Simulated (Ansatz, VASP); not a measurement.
# Two plane-wave programs on Na

```xyz
4
Lattice="3.7668 0.0000 0.0000 -1.8834 3.2621 0.0000 0.0000 0.0000 12.2641" Properties=species:S:1:pos:R:3 pbc="T T T"
Na    0.0000    0.0000    0.0000
Na    0.0000    0.0000    6.1321
Na    0.0000    2.1748    3.0660
Na    1.8834    1.0874    9.1981
```

Alike in both runs: functional r2SCAN; k mesh 12 × 12 × 4; occupations gaussian, width 0.1 eV; no spin polarisation.

Ansatz relaxed the structure, and its values are those at the end. VASP's run is a single point on that final structure, the one shown.

|  | VASP | Ansatz |
| --- | --- | --- |
| version | VASP 6.6.1 | Ansatz 0.2.0 |
| potentials or method | VASP PAW PBE potentials, release 64 (Na_pv), cutoff 520 eV | scalar-relativistic, plane waves, PAW |
| valence electrons in the cell | 28 | 36 |

```tsv
	VASP	Ansatz	Ansatz less VASP
gap on the k mesh at the Fermi level (eV)	none	none	-
pressure (GPa)	0.0	0.0	-0.03
```

VASP's potentials were made for PBE, not for r2SCAN. A gap of «none» marks a metal or a gap that the smearing closes. The functional is the same, so the differences come from potentials, cutoffs and numerics. VASP's potentials hold 28 valence electrons a cell and Ansatz's 36, so a difference there can come from the potentials and not from the codes.
